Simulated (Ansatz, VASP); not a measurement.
**Ag: VASP beside Ansatz**

```
Ag
1.0
     0.00000    2.04275    2.04275
     2.04275    0.00000    2.04275
     2.04275    2.04275    0.00000
Ag
1
Direct
  0.00000 0.00000 0.00000
```

Alike in both runs: task relaxation of cell and atoms; functional revPBE; dispersion D4; k mesh 11 × 11 × 11; occupations fermi-dirac, width 0.05 eV; no spin polarisation.

|  | VASP | Ansatz |
| --- | --- | --- |
| version | VASP 6.6.1 | Ansatz 0.2.0 |
| potentials or method | VASP PAW PBE potentials, release 64 (Ag), cutoff 600 eV | all-electron LAPW, scalar-relativistic |

```tsv
	VASP	Ansatz	Ansatz less VASP
relaxed volume (Å³/atom)	16.81	16.85	+0.032
relaxed cell length with the largest relative difference (Å)	2.876	2.877	+0.0018
```

VASP's potentials were made for PBE, not for revPBE. Ansatz ran all-electron here, and VASP with PAW potentials.
